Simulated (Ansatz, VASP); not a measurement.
# SiC in VASP and in Ansatz

```
CELL_PARAMETERS angstrom
3.16319 0.00000 0.00000
-1.58160 2.73940 0.00000
0.00000 0.00000 5.62384
ATOMIC_POSITIONS crystal
Si 0.33333 0.66667 0.00325
Si 0.66667 0.33333 0.50325
C 0.33333 0.66667 0.38175
C 0.66667 0.33333 0.88175
```

Alike in both runs: functional PBE; k mesh 12 × 12 × 6; occupations gaussian, width 0.05 eV; no spin polarisation.

Ansatz relaxed the structure, and its values are those at the end. VASP's run is a single point on that final structure, the one shown.

|  | VASP | Ansatz |
| --- | --- | --- |
| version | VASP 6.6.1 | Ansatz 0.2.0 |
| potentials or method | VASP PAW PBE potentials, release 64 (Si, C), cutoff 520 eV | scalar-relativistic, plane waves, PAW |
| valence electrons in the cell | 16 | 16 |

VASP gave:

| Property | Result |
| --- | --- |
| gap on the k mesh at the Fermi level (eV) | 2.28 |
| least direct gap on the mesh (eV) | 3.19 |
| pressure (GPa) | -21.7 |

Question: Which values does Ansatz return?

Answer: gap on the k mesh at the Fermi level (eV): 2.29; least direct gap on the mesh (eV): 3.19; pressure (GPa): -21.7.

With one functional, cell and mesh, what is left measures potentials, basis and numerics. Ansatz's warnings: stress scf threshold loose.
